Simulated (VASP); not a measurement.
Write the native input for VASP 6.6.1 that does the following.

| Quantity | Value |
| --- | --- |
| Task | single point |
| Functional | LDA |
| Potentials or basis | VASP PAW LDA potentials, release 64 (Cu) |
| Cutoff | 520 eV |
| k mesh | 22 × 22 × 22 |
| Occupations | gaussian, width 0.15 eV |
| Spin | no spin polarisation |
| Dipole correction | no |
| Further INCAR settings | ALGO = Fast; EDIFF = 1e-06; NBANDS = 12 |

The structure of Cu lies in POSCAR:

```
Cu
1.0
   -1.4987500000      1.4987500000      1.2740500000
    1.4987500000     -1.4987500000      1.2740500000
    1.4987500000      1.4987500000     -1.2740500000
Cu
1
Direct
    0.0000000000      0.0000000000      0.0000000000
```

One way to write it, as run:

INCAR

```
PREC = Accurate
ENCUT = 520
EDIFF = 1E-6
ISMEAR = 0
SIGMA = 0.15
LREAL = False
LASPH = True
NELM = 80
ALGO = Fast
ISIF = 2
LWAVE = False
LCHARG = True
GGA = CA
LELF = True
LVHAR = True
NBANDS = 12
```

KPOINTS

```
Automatic mesh
0
Gamma
  22 22 22
```

Potentials or basis: VASP PAW LDA potentials, release 64 (Cu).

Run with:

```console
$ cat potpaw_LDA.64/Cu/POTCAR > POTCAR
$ mpirun -np 1 vasp_std > vasp.out
```

Results of the run:

The pressure is -6.0 GPa.

It took 41 s on 1 thread of Intel(R) Xeon(R) 6975P-C (Granite Rapids) (shared host), peak memory 0.21 GiB.
